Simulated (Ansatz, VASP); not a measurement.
Two plane-wave programs on Be2B3

```
Be B
1.0
     2.68377    1.54947    2.88643
    -2.68377    1.54947    2.88643
     0.00000   -3.09895    2.88643
Be B
4 6
Cartesian
  0.0000 0.0000 7.6152
  0.0000 0.0000 5.3737
  0.0000 0.0000 1.0441
  0.0000 0.0000 3.2856
  -1.0524 -1.5495 3.6080
  1.8681 -0.1367 3.6080
  -0.8157 1.6861 3.6080
  1.0524 1.5495 5.0513
  -1.8681 0.1367 5.0513
  0.8157 -1.6861 5.0513
```

Alike in both runs: functional PBE; k mesh 12 × 12 × 12; occupations gaussian, width 0.1 eV; no spin polarisation.

Ansatz relaxed the structure, and its values are those at the end. VASP's run is a single point on that final structure, the one shown.

|  | VASP | Ansatz |
| --- | --- | --- |
| version | VASP 6.6.1 | Ansatz 0.2.0 |
| potentials or method | VASP PAW PBE potentials, release 64 (Be, B), cutoff 520 eV | scalar-relativistic, plane waves, PAW |
| valence electrons in the cell | 26 | 26 |

|  | VASP | Ansatz | Ansatz less VASP |
| --- | --- | --- | --- |
| gap on the k mesh at the Fermi level (eV) | none | none | - |
| pressure (GPa) | 0.1 | 0.0 | -0.10 |

A gap of «none» marks a metal or a gap that the smearing closes. The functional is the same, so the differences come from potentials, cutoffs and numerics.
